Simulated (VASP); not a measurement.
Crystal: Li.

```
Li
1.0
     3.15194    0.00000    0.00000
    -1.57597    2.72966    0.00000
     0.00000    0.00000    5.16002
Li
2
Cartesian
  0.0000 1.8198 1.2900
  1.5760 0.9099 3.8700
```

This isn't the form of Li at room conditions, which is bcc.

| Property | Result |
| --- | --- |
| Program | VASP 6.6.1 |
| Task | relaxation of cell and atoms |
| Functional | PBEsol |
| Potentials or basis | VASP PAW PBE potentials, release 64 (Li_sv) |
| Cutoff | 600 eV |
| k mesh | 12 × 12 × 7 |
| Occupations | fermi-dirac, width 0.05 eV |
| Spin | no spin polarisation |

At the start: pressure -1.2 GPa; volume 22.20 Å³/atom.

How do energy, volume and symmetry change on relaxing?

Over 7 steps the energy falls by 9.7 meV/atom and the volume is 19.92 Å³/atom (-10.2 %); space group P6_3/mmc (No. 194, to 0.1 Å) before and after.

Step by step:
| step | energy change (eV) | largest force (eV/Å) | pressure (GPa) | volume (Å³) |
| --- | --- | --- | --- | --- |
| 1 | 0.0000 | 0.0000 | -1.22 | 44.40 |
| 2 | -0.0076 | 0.0000 | -0.99 | 43.32 |
| 3 | -0.0187 | 0.0000 | -0.26 | 40.62 |
| 4 | -0.0193 | 0.0000 | 0.04 | 39.73 |
| 5 | -0.0194 | 0.0000 | 0.00 | 39.82 |
| 6 | -0.0194 | 0.0000 | 0.00 | 39.83 |
| 7 | -0.0195 | 0.0000 | 0.00 | 39.85 |

Final structure:
```
Li
1.0
     3.05769    0.00000    0.00000
    -1.52884    2.64803    0.00000
     0.00000    0.00000    4.92137
Li
2
Cartesian
  0.0000 1.7654 1.2303
  1.5288 0.8827 3.6910
```

Caveat: the cutoff is under 1.25 times the usual one of these potentials, so pressure, stress and relaxed cells hold a basis-set (Pulay) error; the PAW data sets were made with another functional, which shifts forces and pressure a little.
